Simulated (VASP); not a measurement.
# BaTi2Bi2O (P4/mmm) in VASP: single point with LDA

Aim: the single point of BaTi2Bi2O with LDA.

All numbers are computed with VASP 6.6.1; they aren't measurements. Logs are shortened: lines on timing, memory, paths and dates and some standing lists are left out, and cuts for length are marked.

## Step 1: The cell of the first run

Symmetry: P4/mmm, No. 123, tetragonal system. Conventional cell: a = 4.115 Å, b = 4.115 Å, c = 8.707 Å, α = 90.00°, β = 90.00°, γ = 90.00°. Within 4.9 Å of Ba (site symmetry 4/mmm) lie 8 Bi at 3.65 Å and 4 Ba at 4.12 Å and 2 O at 4.35 Å and 8 Ti at 4.82 Å. Ti (site symmetry mmm) has 2 O at 2.06 Å within 2.7 Å. Bi (site symmetry 4mm) has 4 Ti at 2.98 Å and 4 O at 3.62 Å and 4 Ba at 3.65 Å within 3.9 Å. Within 2.7 Å of O (site symmetry 4/mmm) lie 4 Ti at 2.06 Å.

## Step 2: Single point, LDA

Contents of INCAR:

```
SYSTEM = BaTi2Bi2O
ALGO = Normal ; EDIFF = 1E-7
ENCUT = 520 ; ISIF = 2
ISMEAR = -1 ; LASPH = .TRUE.
LCHARG = .TRUE. ; LELF = .TRUE.
LREAL = .FALSE. ; LVHAR = .TRUE.
LWAVE = .FALSE. ; NBANDS = 44
NELM = 100 ; PREC = Accurate
SIGMA = 0.15
```

Contents of KPOINTS:

```
k-points
0
G
  6 6 3
  0 0 0
```

Contents of POSCAR:

```
BaTi2Bi2O
1.0
    4.1153140000      0.0000000000      0.0000000000
    0.0000000000      4.1153140000      0.0000000000
    0.0000000000      0.0000000000      8.7072780000
Ba Ti Bi O
1 2 2 1
Direct
    0.5000000000      0.5000000000      0.5000000000
    0.0000000000      0.5000000000      0.0000000000
    0.5000000000      0.0000000000      0.0000000000
    0.0000000000      0.0000000000      0.2475640000
    0.0000000000      0.0000000000      0.7524360000
    0.5000000000      0.5000000000      0.0000000000
```

Potentials or basis: VASP PAW LDA potentials, release 64 (Ba_sv, Ti_sv, Bi_d, O).

Launch:

```console
$ cat potpaw_LDA.64/Ba_sv/POTCAR potpaw_LDA.64/Ti_sv/POTCAR potpaw_LDA.64/Bi_d/POTCAR potpaw_LDA.64/O/POTCAR > POTCAR
$ mpirun -np 1 vasp_std > vasp.out
```

OUTCAR:

```text
SYSTEM = BaTi2Bi2O
   EDIFF = 1E-7
   ENCUT = 520
   ISIF = 2
   ISMEAR = -1
   LASPH = .TRUE.
   LREAL = .FALSE.
   NELM = 100
   PREC = Accurate

 ion  position               nearest neighbor table
   1  0.500  0.500  0.500-   4 3.65   5 3.65   4 3.65   5 3.65   4 3.65   5 3.65   4 3.65   5 3.65

   2  0.000  0.500  0.000-   6 2.06   6 2.06   3 2.91   3 2.91   3 2.91   3 2.91   5 2.98   4 2.98
                             5 2.98   4 2.98
   3  0.500  0.000  0.000-   6 2.06   6 2.06   2 2.91   2 2.91   2 2.91   2 2.91   5 2.98   4 2.98
                             5 2.98   4 2.98
   4  0.000  0.000  0.248-   2 2.98   3 2.98   2 2.98   3 2.98   1 3.65   1 3.65   1 3.65   1 3.65

   5  0.000  0.000  0.752-   2 2.98   3 2.98   2 2.98   3 2.98   1 3.65   1 3.65   1 3.65   1 3.65

   6  0.500  0.500  0.000-   2 2.06   3 2.06   3 2.06   2 2.06

  LATTYP: Found a simple tetragonal cell.
 ALAT       =     4.1153140000
 C/A-ratio  =     2.1158234827

  Lattice vectors:

 A1 = (   4.1153140000,   0.0000000000,   0.0000000000)
 A2 = (   0.0000000000,   4.1153140000,   0.0000000000)
 A3 = (   0.0000000000,   0.0000000000,   8.7072780000)

Analysis of symmetry for initial positions (statically):
=====================================================================
 Subroutine PRICEL returns:
 Original cell was already a primitive cell.

 Routine SETGRP: Setting up the symmetry group for a
 simple tetragonal supercell.

 Subroutine GETGRP returns: Found 16 space group operations
 (whereof 16 operations were pure point group operations)
 out of a pool of 16 trial point group operations.

The static configuration has the point symmetry D_4h.

Analysis of symmetry for dynamics (positions and initial velocities):
=====================================================================
 Subroutine PRICEL returns:
 Original cell was already a primitive cell.

 Routine SETGRP: Setting up the symmetry group for a
 simple tetragonal supercell.

 Subroutine GETGRP returns: Found 16 space group operations
 (whereof 16 operations were pure point group operations)
 out of a pool of 16 trial point group operations.

The dynamic configuration has the point symmetry D_4h.

 Subroutine INISYM returns: Found 16 space group operations
 (whereof 16 operations are pure point group operations),
 and found     1 'primitive' translations

----------------------------------------------------------------------------------------

                                     Primitive cell

  volume of cell :     147.4648

  direct lattice vectors                    reciprocal lattice vectors
     4.115314000  0.000000000  0.000000000     0.242994824  0.000000000  0.000000000
     0.000000000  4.115314000  0.000000000     0.000000000  0.242994824  0.000000000
     0.000000000  0.000000000  8.707278000     0.000000000  0.000000000  0.114846454

  length of vectors
     4.115314000  4.115314000  8.707278000     0.242994824  0.242994824  0.114846454

  position of ions in fractional coordinates (direct lattice)
     0.500000000  0.500000000  0.500000000
     0.000000000  0.500000000  0.000000000
     0.500000000  0.000000000  0.000000000
     0.000000000  0.000000000  0.247564000
     0.000000000  0.000000000  0.752436000
     0.500000000  0.500000000  0.000000000

  ion indices of the primitive-cell ions
   primitive index   ion index
                 1           1
                 2           2
                 3           3
                 4           4
                 5           5
                 6           6

----------------------------------------------------------------------------------------

 KPOINTS: k-points

Automatic generation of k-mesh.
 Grid dimensions read from file:
 generate k-points for:    6    6    3

 Generating k-lattice:

  Cartesian coordinates                     Fractional coordinates (reciprocal lattice)
     0.040499137  0.000000000  0.000000000     0.166666667  0.000000000  0.000000000
     0.000000000  0.040499137  0.000000000     0.000000000  0.166666667  0.000000000
     0.000000000  0.000000000  0.038282151     0.000000000  0.000000000  0.333333333

  Length of vectors
     0.040499137  0.040499137  0.038282151

  Shift w.r.t. Gamma in fractional coordinates (k-lattice)
     0.000000000  0.000000000  0.000000000

 Subroutine IBZKPT returns following result:
 ===========================================

 Found     20 irreducible k-points:

 Following reciprocal coordinates:
            Coordinates               Weight
  0.000000  0.000000  0.000000      1.000000
  0.166667  0.000000  0.000000      4.000000
  0.333333  0.000000  0.000000      4.000000
  0.500000  0.000000  0.000000      2.000000
  0.166667  0.166667  0.000000      4.000000
  0.333333  0.166667  0.000000      8.000000
[... 12 lines left out ...]
  0.500000  0.333333  0.333333      8.000000
  0.500000  0.500000  0.333333      2.000000
   k-points           NKPTS =     20   k-points in BZ     NKDIM =     20   number of bands    NBANDS=     44
   number of dos      NEDOS =    301   number of ions     NIONS =      6
   total plane-waves  NPLWV =  71680
   dimension x,y,z NGX =    32 NGY =   32 NGZ =   70
   dimension x,y,z NGXF=    64 NGYF=   64 NGZF=  140
   ions per type =               1   2   2   1
   NGX,Y,Z   is equivalent  to a cutoff of  12.93, 12.93, 13.36 a.u.
   NGXF,Y,Z  is equivalent  to a cutoff of  25.85, 25.85, 26.73 a.u.
 SYSTEM =  BaTi2Bi2O
   PREC   = accura    normal or accurate (medium, high low for compatibility)
   ISTART =      0    job   : 0-new  1-cont  2-samecut
   ICHARG =      2    charge: 1-file 2-atom 10-const
   ISPIN  =      1    spin polarized calculation?
   LNONCOLLINEAR =      F non collinear calculations
   LSORBIT =      F    spin-orbit coupling
   LASPH  =      T    aspherical Exc in radial PAW
   ENCUT  =  520.0 eV  38.22 Ry    6.18 a.u.   7.65  7.65 16.19*2*pi/ulx,y,z
   NELM   =    100;   NELMIN=  2; NELMDL= -5     # of ELM steps
   EDIFF  = 0.1E-06   stopping-criterion for ELM
   LREAL  =      F    real-space projection
   EDIFFG = 0.1E-05   stopping-criterion for IOM
   NSW    =      0    number of steps for IOM
   IBRION =     -1    ionic relax: 0-MD 1-quasi-New 2-CG
   NFREE  =      0    steps in history (QN), initial steepest desc. (CG)
   ISIF   =      2    stress and relaxation
   ISYM   =      2    0-nonsym 1-usesym 2-fastsym
   POTIM  = 0.5000    time-step for ionic-motion
   TEBEG  =    0.0;   TEEND  =   0.0 temperature during run
   PSTRESS=    0.0 pullay stress
   NELECT =      70.0000    total number of electrons
   NUPDOWN=      -1.0000    fix difference up-down
   EMIN   =  10.00;   EMAX   =-10.00  energy-range for DOS
   EFERMI =   0.00;   METHOD = LEGACY
   ISMEAR =    -1;   SIGMA  =   0.15  broadening in eV -4-tet -1-fermi 0-gaus
   EFERMI_NEDOS =   21; number of points for ismear=-14 and -15
   IALGO  =     38    algorithm
   IMIX   =      4    mixing-type and parameters
     AMIX     =   0.40;   BMIX     =  1.00
     AMIX_MAG =   1.60;   BMIX_MAG =  1.00
  volume/ion in A,a.u.               =      24.58       165.86
  Fermi-wavevector in a.u.,A,eV,Ry     =   1.277060  2.413294 22.189509  1.630883
  Thomas-Fermi vector in A             =   2.409681
   LORBIT       =      0    0 simple, 1 ext, 2 COOP (PROOUT), +10 PAW based schemes
   GGA     = CA    functional components
   LHFCALC =     F    Hartree Fock is set to
   AEXX    =    0.0000 exact exchange contribution
   IVDW    =     0    specifies the selected vdW correction
   LEPSILON=     F    determine dielectric tensor
   LRPA    =     F    only Hartree local field effects (RPA)
 non-spin polarized calculation
  energy-cutoff  :      520.00
  volume of cell :      147.46
 maximum number of plane-waves:      3992
 NGX is ok and might be reduce to    32
   NGX = 15   NGY = 15   NGZ = 33

 number of electron      69.9999999 magnetization

 Free energy of the ion-electron system (eV)
  ---------------------------------------------------
  ext. energy  EPLUGINS =         0.00000000
  ---------------------------------------------------
  free energy    TOTEN  =       -42.16886756 eV

  energy without entropy =      -41.89884101  energy(sigma->0) =      -42.03385428

 E-fermi :   6.3287     XC(G=0): -10.3478

 val. band max:        6.3058472427   @ k =   0.0000   0.0000   0.0000
 cond. band min:       6.3801391222   @ k =   0.5000   0.1667   0.3333
 fundamental gap:      0.0742918795
 Fermi energy:         6.3287092452

 k-point     1 :       0.0000    0.0000    0.0000
  band No.  band energies     occupation
      1     -50.4871      2.00000
      2     -50.3960      2.00000
      3     -27.3029      2.00000
      4     -27.3029      2.00000
      5     -27.2704      2.00000
      6     -27.1848      2.00000
[... 36 lines left out ...]
     43       8.0762      0.00002
     44       8.3094      0.00000

 k-point     2 :       0.1667    0.0000    0.0000
  band No.  band energies     occupation
      1     -50.4809      2.00000
      2     -50.4020      2.00000
      3     -27.3005      2.00000
      4     -27.2883      2.00000
      5     -27.2644      2.00000
      6     -27.1902      2.00000
[... 36 lines left out ...]
     43       8.2134      0.00001
     44       8.3104      0.00000

 k-point     3 :       0.3333    0.0000    0.0000
  band No.  band energies     occupation
      1     -50.4640      2.00000
      2     -50.4184      2.00000
      3     -27.2947      2.00000
      4     -27.2559      2.00000
      5     -27.2482      2.00000
      6     -27.2053      2.00000
[... 36 lines left out ...]
     43       8.4882      0.00000
     44       8.6780      0.00000

 k-point     4 :       0.5000    0.0000    0.0000
  band No.  band energies     occupation
      1     -50.4414      2.00000
      2     -50.4408      2.00000
      3     -27.2911      2.00000
      4     -27.2375      2.00000
      5     -27.2269      2.00000
      6     -27.2261      2.00000
[... 694 lines left out ...]
     43       8.7340      0.00000
     44       9.2311      0.00000

 k-point    19 :       0.5000    0.3333    0.3333
  band No.  band energies     occupation
      1     -50.4406      2.00000
      2     -50.4405      2.00000
      3     -27.5317      2.00000
      4     -27.2256      2.00000
      5     -27.2254      2.00000
      6     -27.0560      2.00000
[... 36 lines left out ...]
     43       8.6045      0.00000
     44       9.1556      0.00000

 k-point    20 :       0.5000    0.5000    0.3333
  band No.  band energies     occupation
      1     -50.4404      2.00000
      2     -50.4404      2.00000
      3     -27.5751      2.00000
      4     -27.2252      2.00000
      5     -27.2252      2.00000
      6     -27.0840      2.00000
[... 36 lines left out ...]
     43       8.4068      0.00000
     44       9.5725      0.00000

------------------------ aborting loop because EDIFF is reached ----------------------------------------

  FORCE on cell =-STRESS in cart. coord.  units (eV):
  Direction    XX          YY          ZZ          XY          YZ          ZX
  --------------------------------------------------------------------------------------
  -------------------------------------------------------------------------------------
  Total       -5.3861241     -5.3861241     -4.6328979      0.0000000     -0.0000000      0.0000000
  in kB      -58.5192260    -58.5192260    -50.3355647      0.0000000     -0.0000000      0.0000000
  external PRESSURE =     -55.7913389 kB  Pullay stress =       0.0000000 kB

 VOLUME and BASIS-vectors are now :
 -----------------------------------------------------------------------------
  energy-cutoff  :      520.00
  volume of cell :      147.46
      direct lattice vectors                 reciprocal lattice vectors
     4.115314000  0.000000000  0.000000000     0.242994824  0.000000000  0.000000000
     0.000000000  4.115314000  0.000000000     0.000000000  0.242994824  0.000000000
     0.000000000  0.000000000  8.707278000     0.000000000  0.000000000  0.114846454

 POSITION                                       TOTAL-FORCE (eV/Angst)
 -----------------------------------------------------------------------------------
      2.05766      2.05766      4.35364         0.000000     -0.000000     -0.000000
      0.00000      2.05766      0.00000         0.000000     -0.000000     -0.000000
      2.05766      0.00000      0.00000         0.000000     -0.000000     -0.000000
      0.00000      0.00000      2.15561        -0.000000     -0.000000     -0.355441
      0.00000      0.00000      6.55167        -0.000000      0.000000      0.355441
      2.05766      2.05766      0.00000         0.000000     -0.000000     -0.000000
 -----------------------------------------------------------------------------------
    total drift:                                0.000000      0.000000     -0.000000

  FREE ENERGIE OF THE ION-ELECTRON SYSTEM (eV)
  ---------------------------------------------------
  free  energy   TOTEN  =       -42.1688675560 eV

  energy  without entropy=      -41.8988410104  energy(sigma->0) =      -42.03385428
```

Wall time 2.3 min (1 thread of AMD EPYC 7R43 (Zen 3), shared host); peak memory 0.26 GiB.

Results:

* Free energy: -42.1689 eV
* Pressure: -5.6 GPa
* Largest force: 0.355 eV/Å
* Band gap on the k mesh: zero (bands 35 and 36 overlap by 0.53 eV)

Forces in eV/Å, atoms in the order of the input:
```
Ba   0.000  0.000  0.000
Ti   0.000  0.000  0.000
Ti   0.000  0.000  0.000
Bi   0.000  0.000 -0.355
Bi   0.000  0.000  0.355
O    0.000  0.000  0.000
```

Levels at points of the mesh, in eV from the Fermi level:
| k point | band 32 | band 33 | band 34 | band 35 | band 36 | band 37 | band 38 | band 39 |
| --- | --- | --- | --- | --- | --- | --- | --- | --- |
| (0.00, 0.00, 0.00) | -1.48 | -1.24 | -0.42 | -0.02 | 0.31 | 0.31 | 0.78 | 1.06 |
| (0.50, 0.00, 0.00) | -1.89 | -0.93 | -0.91 | 0.09 | 0.18 | 0.23 | 0.79 | 0.82 |
| (0.50, 0.50, 0.00) | -2.92 | -2.92 | -1.90 | -0.15 | -0.15 | 1.47 | 1.48 | 1.53 |

Caveat: the cell stands under tension; spin-orbit coupling is left out, which moves the levels of the heavy elements.
